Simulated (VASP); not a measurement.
Input of a VASP 6.6.1 run:

Contents of INCAR:

```
SYSTEM = YAl3N4
  PREC = Accurate
  ENCUT = 520
  EDIFF = 1E-7
  ISMEAR = 0
  SIGMA = 0.1
  LREAL = .False.
  LASPH = .True.
  NELM = 150
  ALGO = Normal
  ISIF = 2
  LWAVE = .False.
  LCHARG = .False.
  ISPIN = 2
  MAGMOM = 0 0 0 0 1 1 1 1
  LORBIT = 11
  LMAXMIX = 4
  GGA = PE
  NBANDS = 34
```

Contents of KPOINTS:

```
regular mesh
0
Gamma
  4 4 4
  0 0 0
```

POSCAR

```
YAl3N4
1.0
    4.8166802000      0.0000000000      0.0000000000
    0.0000000000      4.8166802000      0.0000000000
    0.0000000000      0.0000000000      4.8166802000
Y Al N
1 3 4
Direct
    0.5000000000      0.5000000000      0.5000000000
    0.0000000000      0.0000000000      0.5000000000
    0.5000000000      0.0000000000      0.0000000000
    0.0000000000      0.5000000000      0.0000000000
    0.5000000000      0.5000000000      0.0000000000
    0.0000000000      0.5000000000      0.5000000000
    0.5000000000      0.0000000000      0.5000000000
    0.0000000000      0.0000000000      0.0000000000
```

Potentials or basis: VASP PAW PBE potentials, release 64 (Y_sv, Al, N).

Launch:

```console
$ cat potpaw_PBE.64/Y_sv/POTCAR potpaw_PBE.64/Al/POTCAR potpaw_PBE.64/N/POTCAR > POTCAR
$ mpirun -np 1 vasp_std > vasp.out
```

(1) What does it give for the band gap on the k mesh?

(2) Predict the pressure.

(3) What does it give for the net moment?

## Answers

(1) zero (filled and empty bands touch).

(2) -30.3 GPa.

(3) 0.00 μB per cell.

Caveat: the cell stands under tension; semilocal functionals underestimate gaps, and a narrow one can read as zero.
